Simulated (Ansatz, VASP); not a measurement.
# One calculation of CdSe, two programs

File INCAR:

```
PREC = Accurate
ENCUT = 520
EDIFF = 1E-6
ISMEAR = -1
SIGMA = 0.05
LREAL = F
LASPH = T
NELM = 100
ALGO = Normal
ISIF = 2
LWAVE = F
LCHARG = F
GGA = PS
NBANDS = 16
```

Contents of KPOINTS:

```
regular mesh
0
Gamma
  6 6 6
```

The input POSCAR:

```
CdSe
1.0
    0.0000000000      2.8739580000      2.8739580000
    2.8739580000      0.0000000000      2.8739580000
    2.8739580000      2.8739580000      0.0000000000
Cd Se
1 1
Direct
    0.0000000000      0.0000000000      0.0000000000
    0.5000000000      0.5000000000      0.5000000000
```

Input for Ansatz:

```yaml
crystal:
  lattice:
    - [0.0, 2.873958, 2.873958]
    - [2.873958, 0.0, 2.873958]
    - [2.873958, 2.873958, 0.0]
  atoms:
    - { symbol: Cd, position: [0.0, 0.0, 0.0] }
    - { symbol: Se, position: [0.5, 0.5, 0.5] }
basis:
  ecutwfc: 517.016338673772
kpoints:
  mp_grid:
    grid: [6, 6, 6]
hamiltonian:
  xc: pbesol
  pseudopotentials:
    kind: paw
scf:
  occupations:
    method: fermi_dirac
    width: 0.05
output:
  stress: true
```

Alike in both runs: task single point; functional PBEsol; k mesh 6 × 6 × 6; occupations fermi-dirac, width 0.05 eV; no spin polarisation.

|  | VASP | Ansatz |
| --- | --- | --- |
| version | VASP 6.6.1 | Ansatz 0.2.0 |
| potentials or method | VASP PAW PBE potentials, release 64 (Cd, Se), cutoff 520 eV | plane waves, PAW |
| valence electrons in the cell | 18 | 36 |

Ansatz gave:

- pressure (GPa): -3.8

Question: What did VASP give for the same quantities?

Answer: Pressure (GPa): -3.4.

VASP's potentials were made for PBE, not for PBEsol. With one functional, cell and mesh, what is left measures potentials, basis and numerics. VASP's potentials hold 18 valence electrons a cell and Ansatz's 36, so a difference there can come from the potentials and not from the codes.
